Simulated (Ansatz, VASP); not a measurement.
# CsSn2N3 in VASP and in Ansatz

```
Cs Sn N
1.0
     6.03678    0.00000    0.00000
    -3.01839    5.22801    0.00000
     0.00000    0.00000    3.04900
Cs Sn N
1 2 3
Direct
  0.00000 0.00000 0.00000
  0.33333 0.66667 0.00000
  0.66667 0.33333 0.00000
  0.50000 0.00000 0.50000
  0.50000 0.50000 0.50000
  0.00000 0.50000 0.50000
```

Alike in both runs: task relaxation of cell and atoms; functional PBE; k mesh 6 × 6 × 12; occupations gaussian, width 0.1 eV; no spin polarisation.

|  | VASP | Ansatz |
| --- | --- | --- |
| version | VASP 6.6.1 | Ansatz 0.2.0 |
| potentials or method | VASP PAW PBE potentials, release 64 (Cs_sv, Sn_d, N), cutoff 600 eV | scalar-relativistic, plane waves, PAW |
| valence electrons in the cell | 52 | 52 |

|  | VASP | Ansatz | Ansatz less VASP |
| --- | --- | --- | --- |
| gap on the k mesh at the Fermi level, each at its own relaxed structure (eV) | none | none | - |
| relaxed volume (Å³/atom) | 16.23 | 16.18 | -0.044 |
| relaxed cell length with the largest relative difference (Å) | 3.065 | 3.062 | -0.0031 |

A gap of «none» marks a metal or a gap that the smearing closes.

Spin-orbit coupling is off throughout.
